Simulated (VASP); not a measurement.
Write the native input for VASP 6.6.1 that does the following.

```
Task                   : single point
Functional             : LDA
Potentials or basis    : VASP PAW LDA potentials, release 64 (Sn_d, Se)
Cutoff                 : 520 eV
k mesh                 : 8 × 8 × 8
Occupations            : gaussian, width 0.05 eV
Spin                   : no spin polarisation
Dipole correction      : no
Further INCAR settings : ALGO = Normal; EDIFF = 1e-06; NBANDS = 17
```

The structure of SnSe lies in POSCAR:

```
SnSe
1.0
    0.0000000000      3.1605000000      3.0852500000
    3.1605000000      0.0000000000      3.0852500000
    3.1605000000      3.1605000000      0.0000000000
Sn Se
1 1
Direct
    0.0000000000      0.0000000000      0.0000000000
    0.5000000000      0.5000000000      0.5000000000
```

This cell differs from its parent crystal: strain +0.050 along x and y, +0.025 along z.

One way to write it, as run:

INCAR

```
ALGO = Normal
EDIFF = 1E-6
ENCUT = 520
ISIF = 2
ISMEAR = 0
LASPH = T
LCHARG = F
LREAL = F
LWAVE = F
NBANDS = 17
NELM = 60
PREC = Accurate
SIGMA = 0.05
```

KPOINTS

```
k-points
0
Gamma
  8 8 8
```

Potentials or basis: VASP PAW LDA potentials, release 64 (Sn_d, Se).

The run is started by

```bash
$ cat potpaw_LDA.64/Sn_d/POTCAR potpaw_LDA.64/Se/POTCAR > POTCAR
$ mpirun -np 1 vasp_std > vasp.out
```

It gave:

The pressure is -7.4 GPa. The band gap on the k mesh is 0.18 eV.

Caveat: the cell differs from its parent crystal (strain +0.050 along x and y, +0.025 along z); the cell stands under tension; spin-orbit coupling is left out, which moves the levels of the heavy elements.

Run time: 110 s on 1 thread of AMD EPYC 7R13, on a shared host, peak memory 0.18 GiB.
